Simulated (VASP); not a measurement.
# TaN (zincblende type) (F-43m) in VASP: relaxation of cell and atoms with PBE

Aim: the relaxation of cell and atoms of TaN (zincblende type) with PBE.

All numbers are computed with VASP 6.6.1; they aren't measurements. Logs are shortened: lines on timing, memory, paths and dates and some standing lists are left out, and cuts for length are marked.

### 1 The cell of the first run

The structure is cubic, space group F-43m (No. 216). Conventional cell: a = 3.937 Å, b = 3.937 Å, c = 3.937 Å, α = 90.00°, β = 90.00°, γ = 90.00°. Within 2.3 Å of Ta (site symmetry -43m) lie 4 N at 1.70 Å. Within 2.3 Å of N (site symmetry -43m) lie 4 Ta at 1.70 Å.

### 2 Relaxation of cell and atoms, PBE, target pressure 440 GPa, at which the enthalpy is minimised

File INCAR:

```
PREC     = Accurate       # precision mode
ENCUT    = 600            # plane-wave cutoff, eV
EDIFF    = 1E-7           # SCF threshold, eV
ISMEAR   = -1             # smearing method
SIGMA    = 0.1            # smearing width, eV
LREAL    = F              # projectors in reciprocal space
LASPH    = T              # aspherical terms in the spheres
NELM     = 80             # most SCF steps
ALGO     = Normal         # electronic algorithm
ISIF     = 3              # what is computed and relaxed
LWAVE    = F              # write WAVECAR
LCHARG   = F              # write CHGCAR
GGA      = PE             # functional
IBRION   = 2              # ionic algorithm
NSW      = 32             # ionic steps
EDIFFG   = -0.005         # ionic threshold
PSTRESS  = 4400.0
```

File KPOINTS:

```
Automatic mesh
0
Gamma
  17 17 17
```

File POSCAR:

```
TaN
1.0
    0.0000000000      1.9685559126      1.9685559126
    1.9685559126      0.0000000000      1.9685559126
    1.9685559126      1.9685559126      0.0000000000
Ta N
1 1
Direct
    0.0000000000      0.0000000000      0.0000000000
    0.2500000000      0.2500000000      0.2500000000
```

Potentials or basis: VASP PAW PBE potentials, release 64 (Ta_pv, N).

Run with:

```bash
cat potpaw_PBE.64/Ta_pv/POTCAR potpaw_PBE.64/N/POTCAR > POTCAR
mpirun -np 1 vasp_std > vasp.out
```

OUTCAR:

```text
PREC = Accurate
   ENCUT = 600
   EDIFF = 1E-7
   ISMEAR = -1
   LREAL = F
   LASPH = T
   NELM = 80
   ISIF = 3
   GGA = PE
   IBRION = 2
   NSW = 32
   EDIFFG = -0.005
   PSTRESS = 4400.0

 ion  position               nearest neighbor table
   1  0.000  0.000  0.000-   2 1.70   2 1.70   2 1.70   2 1.70
   2  0.250  0.250  0.250-   1 1.70   1 1.70   1 1.70   1 1.70

  LATTYP: Found a face centered cubic cell.
 ALAT       =     3.9371118252

  Lattice vectors:

 A1 = (   0.0000000000,   1.9685559126,   1.9685559126)
 A2 = (   1.9685559126,   0.0000000000,   1.9685559126)
 A3 = (   1.9685559126,   1.9685559126,   0.0000000000)

Analysis of symmetry for initial positions (statically):
=====================================================================
 Subroutine PRICEL returns:
 Original cell was already a primitive cell.

 Routine SETGRP: Setting up the symmetry group for a
 face centered cubic supercell.

 Subroutine GETGRP returns: Found 24 space group operations
 (whereof 24 operations were pure point group operations)
 out of a pool of 48 trial point group operations.

The static configuration has the point symmetry T_d .

Analysis of symmetry for dynamics (positions and initial velocities):
=====================================================================
 Subroutine PRICEL returns:
 Original cell was already a primitive cell.

 Routine SETGRP: Setting up the symmetry group for a
 face centered cubic supercell.

 Subroutine GETGRP returns: Found 24 space group operations
 (whereof 24 operations were pure point group operations)
 out of a pool of 48 trial point group operations.

The dynamic configuration has the point symmetry T_d .

 Subroutine INISYM returns: Found 24 space group operations
 (whereof 24 operations are pure point group operations),
 and found     1 'primitive' translations

----------------------------------------------------------------------------------------

                                     Primitive cell

  volume of cell :      15.2571

  direct lattice vectors                    reciprocal lattice vectors
     0.000000000  1.968555913  1.968555913    -0.253993294  0.253993294  0.253993294
     1.968555913  0.000000000  1.968555913     0.253993294 -0.253993294  0.253993294
     1.968555913  1.968555913  0.000000000     0.253993294  0.253993294 -0.253993294

  length of vectors
     2.783958470  2.783958470  2.783958470     0.439929289  0.439929289  0.439929289

  position of ions in fractional coordinates (direct lattice)
     0.000000000  0.000000000  0.000000000
     0.250000000  0.250000000  0.250000000

  ion indices of the primitive-cell ions
   primitive index   ion index
                 1           1
                 2           2

----------------------------------------------------------------------------------------

 KPOINTS: Automatic mesh

Automatic generation of k-mesh.
 Grid dimensions read from file:
 generate k-points for:   17   17   17

 Generating k-lattice:

  Cartesian coordinates                     Fractional coordinates (reciprocal lattice)
    -0.014940782  0.014940782  0.014940782     0.058823529  0.000000000  0.000000000
     0.014940782 -0.014940782  0.014940782     0.000000000  0.058823529  0.000000000
     0.014940782  0.014940782 -0.014940782     0.000000000  0.000000000  0.058823529

  Length of vectors
     0.025878193  0.025878193  0.025878193

  Shift w.r.t. Gamma in fractional coordinates (k-lattice)
     0.000000000  0.000000000  0.000000000

 Subroutine IBZKPT returns following result:
 ===========================================

 Found    165 irreducible k-points:

 Following reciprocal coordinates:
            Coordinates               Weight
  0.000000  0.000000  0.000000      1.000000
  0.058824  0.000000  0.000000      8.000000
  0.117647  0.000000  0.000000      8.000000
  0.176471  0.000000  0.000000      8.000000
  0.235294  0.000000  0.000000      8.000000
  0.294118  0.000000  0.000000      8.000000
[... 16 lines left out ...]
 -0.176471  0.058824  0.000000     24.000000
 -0.117647  0.058824  0.000000     24.000000
 [... further k-points ...]
   k-points           NKPTS =    165   k-points in BZ     NKDIM =    165   number of bands    NBANDS=     12
   number of dos      NEDOS =    301   number of ions     NIONS =      2
   total plane-waves  NPLWV =  13824
   dimension x,y,z NGX =    24 NGY =   24 NGZ =   24
   dimension x,y,z NGXF=    48 NGYF=   48 NGZF=   48
   ions per type =               1   1
   NGX,Y,Z   is equivalent  to a cutoff of  14.33, 14.33, 14.33 a.u.
   NGXF,Y,Z  is equivalent  to a cutoff of  28.66, 28.66, 28.66 a.u.
 SYSTEM =  unknown system
   PREC   = accura    normal or accurate (medium, high low for compatibility)
   ISTART =      0    job   : 0-new  1-cont  2-samecut
   ICHARG =      2    charge: 1-file 2-atom 10-const
   ISPIN  =      1    spin polarized calculation?
   LNONCOLLINEAR =      F non collinear calculations
   LSORBIT =      F    spin-orbit coupling
   LASPH  =      T    aspherical Exc in radial PAW
   ENCUT  =  600.0 eV  44.10 Ry    6.64 a.u.   5.56  5.56  5.56*2*pi/ulx,y,z
   NELM   =     80;   NELMIN=  2; NELMDL= -5     # of ELM steps
   EDIFF  = 0.1E-06   stopping-criterion for ELM
   LREAL  =      F    real-space projection
   EDIFFG = -.5E-02   stopping-criterion for IOM
   NSW    =     32    number of steps for IOM
   IBRION =      2    ionic relax: 0-MD 1-quasi-New 2-CG
   NFREE  =      1    steps in history (QN), initial steepest desc. (CG)
   ISIF   =      3    stress and relaxation
   ISYM   =      2    0-nonsym 1-usesym 2-fastsym
   POTIM  = 0.5000    time-step for ionic-motion
   TEBEG  =    0.0;   TEEND  =   0.0 temperature during run
   PSTRESS= 4400.0 pullay stress
   NELECT =      16.0000    total number of electrons
   NUPDOWN=      -1.0000    fix difference up-down
   EMIN   =  10.00;   EMAX   =-10.00  energy-range for DOS
   EFERMI =   0.00;   METHOD = LEGACY
   ISMEAR =    -1;   SIGMA  =   0.10  broadening in eV -4-tet -1-fermi 0-gaus
   EFERMI_NEDOS =   21; number of points for ismear=-14 and -15
   IALGO  =     38    algorithm
   IMIX   =      4    mixing-type and parameters
     AMIX     =   0.40;   BMIX     =  1.00
     AMIX_MAG =   1.60;   BMIX_MAG =  1.00
  volume/ion in A,a.u.               =       7.63        51.48
  Fermi-wavevector in a.u.,A,eV,Ry     =   1.663248  3.143083 37.639085  2.766395
  Thomas-Fermi vector in A             =   2.749998
   LORBIT       =      0    0 simple, 1 ext, 2 COOP (PROOUT), +10 PAW based schemes
   GGA     = PE    functional components
   LHFCALC =     F    Hartree Fock is set to
   AEXX    =    0.0000 exact exchange contribution
   IVDW    =     0    specifies the selected vdW correction
   LEPSILON=     F    determine dielectric tensor
   LRPA    =     F    only Hartree local field effects (RPA)
 conjugate gradient relaxation of ions
 non-spin polarized calculation
  energy-cutoff  :      600.00
  volume of cell :       15.26
 maximum number of plane-waves:       531
   NGX = 11   NGY = 11   NGZ = 11

--------------------------------------- Ionic step        1  -------------------------------------------

 number of electron      15.9999999 magnetization

 Free energy of the ion-electron system (eV)
  ---------------------------------------------------
  ext. energy  EPLUGINS =         0.00000000
  ---------------------------------------------------
  free energy    TOTEN  =       -11.32895595 eV

  energy without entropy =      -11.31369103  energy(sigma->0) =      -11.32132349

------------------------ aborting loop because EDIFF is reached ----------------------------------------

  FORCE on cell =-STRESS in cart. coord.  units (eV):
  Direction    XX          YY          ZZ          XY          YZ          ZX
  --------------------------------------------------------------------------------------
  -------------------------------------------------------------------------------------
  Total       42.8609786     42.8609786     42.8609786      0.0000000     -0.0000000      0.0000000
  in kB     4500.9004305   4500.9004305   4500.9004305      0.0000000     -0.0000000      0.0000000
  external PRESSURE =     100.9004305 kB  Pullay stress =    4400.0000000 kB
[... 99 lines left out ...]
  enthalpy is  TOTEN    =        30.5682854628 eV   P V=       42.1641462404

--------------------------------------- Ionic step        4  -------------------------------------------

 number of electron      15.9999999 magnetization

 Free energy of the ion-electron system (eV)
  ---------------------------------------------------
  ext. energy  EPLUGINS =         0.00000000
  ---------------------------------------------------
  free energy    TOTEN  =       -11.58667265 eV

  energy without entropy =      -11.57118839  energy(sigma->0) =      -11.57893052

 E-fermi :  13.3556     XC(G=0): -15.0549

 val. band max:       13.3506938186   @ k =  -0.4706   0.1176   0.0588
 cond. band min:      13.4215843934   @ k =   0.4706   0.1176   0.0588
 fundamental gap:      0.0708905748
 Fermi energy:        13.3556067935

 k-point     1 :       0.0000    0.0000    0.0000
  band No.  band energies     occupation
      1     -21.4436      2.00000
      2     -21.4436      2.00000
      3     -21.4436      2.00000
      4      -7.9341      2.00000
      5       1.8527      2.00000
      6       1.8527      2.00000
      7       1.8527      2.00000
      8      13.0692      1.89208
      9      14.0739      0.00152
     10      14.0739      0.00152
     11      22.0944      0.00000
     12      22.0944      0.00000
[... 331 lines left out ...]
 k-point    24 :      -0.1176    0.0588    0.0000
  band No.  band energies     occupation
      1     -22.1919      2.00000
      2     -21.6166      2.00000
      3     -21.5014      2.00000
      4      -7.0107      2.00000
      5       1.6862      2.00000
      6       2.1765      2.00000
      7       2.4424      2.00000
      8      12.9421      1.96850
      9      13.7809      0.02804
     10      14.4029      0.00006
     11      21.5844      0.00000
     12      23.0478      0.00000

 [... further k-points ...]

------------------------ aborting loop because EDIFF is reached ----------------------------------------

  FORCE on cell =-STRESS in cart. coord.  units (eV):
  Direction    XX          YY          ZZ          XY          YZ          ZX
  --------------------------------------------------------------------------------------
  -------------------------------------------------------------------------------------
  Total       42.1541748     42.1541748     42.1541748      0.0000000     -0.0000000      0.0000000
  in kB     4399.9186885   4399.9186885   4399.9186885      0.0000000     -0.0000000      0.0000000
  external PRESSURE =      -0.0813115 kB  Pullay stress =    4400.0000000 kB
[... 17 lines left out ...]
  FREE ENERGIE OF THE ION-ELECTRON SYSTEM (eV)
  ---------------------------------------------------
  free  energy   TOTEN  =       -11.5866726499 eV

  energy  without entropy=      -11.5711883863  energy(sigma->0) =      -11.57893052

  enthalpy is  TOTEN    =        30.5682811786 eV   P V=       42.1549538285

 reached required accuracy - stopping structural energy minimisation
```

Wall time 2 min (1 thread of Intel Xeon 8259CL, shared host); peak memory 0.18 GiB.

Results:

- Free energy: -11.5867 eV
- Relaxed volume: 7.67 Å³/atom
- Relaxed cell: a = 2.790 Å, b = 2.790 Å, c = 2.790 Å, α = 60.00°, β = 60.00°, γ = 60.00°
- Space group after relaxing (to 0.1 Å): F-43m (No. 216)
- Energy change on relaxing (the run minimises the enthalpy): -128.9 meV/atom
- Ionic steps: 4
- Pressure after relaxing: 440.0 GPa
- Band gap on the k mesh: zero (bands 8 and 9 overlap by 2.24 eV)

Step by step:
| step | energy change (eV) | largest force (eV/Å) | pressure (GPa) | volume (Å³) |
| --- | --- | --- | --- | --- |
| 1 | 0.0000 | 0.0000 | 450.09 | 15.26 |
| 2 | -2.6794 | 0.0000 | 345.50 | 16.34 |
| 3 | -0.2669 | 0.0000 | 439.64 | 15.35 |
| 4 | -0.2577 | 0.0000 | 439.99 | 15.35 |

Final structure:
```
Ta N
1.0
     0.00000    1.97254    1.97254
     1.97254    0.00000    1.97254
     1.97254    1.97254    0.00000
Ta N
1 1
Direct
  0.00000 0.00000 0.00000
  0.25000 0.25000 0.25000
```

Caveat: the cell is relaxed towards a set pressure, so the run minimises the enthalpy, not the energy; spin-orbit coupling is left out, which moves the levels of the heavy elements.

The gap in the log of VASP goes by the Fermi energy; the results here count the filled bands.